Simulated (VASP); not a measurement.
**BN (lda): relaxation of the atoms with LDA**

BN (lda):

```xyz
4
Lattice="2.5132 0.0000 0.0000 -1.2566 2.1765 0.0000 0.0000 0.0000 4.2369" Properties=species:S:1:pos:R:3 pbc="T T T"
B     0.0000    1.4510   -0.0009
B     1.2566    0.7255    2.1176
N     0.0000    1.4510    1.5855
N     1.2566    0.7255    3.7039
```

This cell differs from its parent crystal: strained cell.

| Quantity | Value |
| --- | --- |
| Program | VASP 6.6.1 |
| Task | relaxation of the atoms |
| Functional | LDA |
| Potentials or basis | VASP PAW LDA potentials, release 64 (B, N) |
| Cutoff | 520 eV |
| k mesh | 9 × 9 × 6 |
| Occupations | gaussian, width 0.02 eV |
| Spin | no spin polarisation |
| Dipole correction | no |
| Further INCAR settings | ALGO = Normal; EDIFF = 1e-07; IBRION = 2; EDIFFG = -0.002; NSW = 60 |

```yaml
Energy_gained_by_relaxing: 0.0 meV/atom
Ionic_steps: 3
Pressure_after_relaxing: -1.7 GPa
Band_gap_on_the_k_mesh: 4.84 eV, indirect (least direct gap 7.98 eV)
```

Stress tensor (GPa, compression positive):
```
  4.59   0.00   0.00
  0.00   4.59   0.00
  0.00   0.00 -14.15
```

Final structure:
```xyz
4
Lattice="2.5132 0.0000 0.0000 -1.2566 2.1765 0.0000 0.0000 0.0000 4.2369" Properties=species:S:1:pos:R:3 pbc="T T T"
B     0.0000    1.4510    4.2364
B     1.2566    0.7255    2.1180
N     0.0000    1.4510    1.5851
N     1.2566    0.7255    3.7036
```

Levels at points of the mesh, in eV from the valence-band top:
```tsv
k point	band 4	band 5	band 6	band 7	band 8	band 9	band 10	band 11	band 12
(0.00, 0.00, 0.00)	-2.04	-2.04	-0.38	0.00	0.00	7.98	8.48	8.48	10.21
(0.00, 0.00, 0.50)	-5.98	-1.13	-1.13	-1.13	-1.13	9.86	9.86	10.01	10.01
```

Wall time 12 s on 1 thread of Intel Xeon 6975P-C, on a shared host, peak memory 0.13 GiB.

Caveat: the cell differs from its parent crystal (strained cell). A k mesh can miss the band edges.
